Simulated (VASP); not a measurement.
Input of a VASP 6.6.1 run:

Contents of POSCAR:

```
CdS
1.0
    0.0000000000      2.9392138866      2.9392138866
    2.9392138866      0.0000000000      2.9392138866
    2.9392138866      2.9392138866      0.0000000000
Cd S
1 1
Direct
    0.0000000000      0.0000000000      0.0000000000
    0.2500000000      0.2500000000      0.2500000000
```

Contents of INCAR.step1:

```
ALGO = Normal ; EDIFF = 1E-4
ENCUT = 520 ; GGA = PE
ISMEAR = 0 ; LASPH = T
LCHARG = F ; LREAL = F
LWAVE = T ; NBANDS = 16
NELM = 100 ; PREC = Accurate
SIGMA = 0.01
```

INCAR.step2

```
ALGO = Normal ; EDIFF = 1E-6
ENCUT = 520 ; ISIF = 2
ISMEAR = 0 ; ISTART = 1
LASPH = T ; LCHARG = F
LMIXTAU = T ; LREAL = F
LWAVE = F ; METAGGA = R2SCAN
NBANDS = 16 ; NELM = 100
PREC = Accurate ; SIGMA = 0.01
```

Contents of KPOINTS:

```
k-points
0
Gamma
  4 4 4
```

Potentials or basis: VASP PAW PBE potentials, release 64 (Cd, S).

Launch:

```sh
$ cat potpaw_PBE.64/Cd/POTCAR potpaw_PBE.64/S/POTCAR > POTCAR
$ cp INCAR.step1 INCAR
$ mpirun -np 1 vasp_std > vasp.out
$ cp INCAR.step2 INCAR
$ mpirun -np 1 vasp_std > vasp.out
```

**Question.** Predict the band gap on the k mesh.

**Answer.** 1.53 eV, direct.

**Question.** Predict the pressure.

**Answer.** 0.4 GPa.

Caveat: the k points lie up to 0.46 Å⁻¹ apart; the PAW data sets were made with another functional, which shifts forces and pressure a little. r2SCAN opens gaps a little over a GGA but as a rule still falls short of measured ones.
